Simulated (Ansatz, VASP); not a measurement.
## One calculation of WS2, two programs

```
W S
1.0
     3.22185    0.00000    0.00000
    -1.61092    2.79020    0.00000
     0.00000    0.00000   12.66449
W S
2 4
Direct
  0.66667 0.33333 0.75000
  0.33333 0.66667 0.25000
  0.66667 0.33333 0.37500
  0.33333 0.66667 0.87500
  0.66667 0.33333 0.12500
  0.33333 0.66667 0.62500
```

Change from the starting cell: volume scaled by 1.04.

Alike in both runs: task single point; functional PBEsol; k mesh 10 × 10 × 3; occupations fermi-dirac, width 0.05 eV; no spin polarisation.

|  | VASP | Ansatz |
| --- | --- | --- |
| version | VASP 6.6.1 | Ansatz 0.2.0 |
| potentials or method | VASP PAW PBE potentials, release 64 (W_sv, S), cutoff 520 eV | all-electron LAPW, scalar-relativistic |

|  | VASP | Ansatz | Ansatz less VASP |
| --- | --- | --- | --- |
| gap on the k mesh at the Fermi level (eV) | 1.12 | 1.11 | -0.011 |
| least direct gap on the mesh (eV) | 1.97 | 1.97 | -0.002 |
| pressure (GPa) | -8.2 | -8.2 | -0.03 |
| traceless stress, the component that is largest in VASP (GPa) | 1.21 | 1.16 | -0.043 |
| rms of the force components (eV/Å) | 0.368 | 0.375 | +0.0066 |

VASP's potentials were made for PBE, not for PBEsol. Atom by atom the forces differ by 0.007 eV/Å (rms over components). Ansatz ran all-electron here, and VASP with PAW potentials.

Spin-orbit coupling is off throughout.
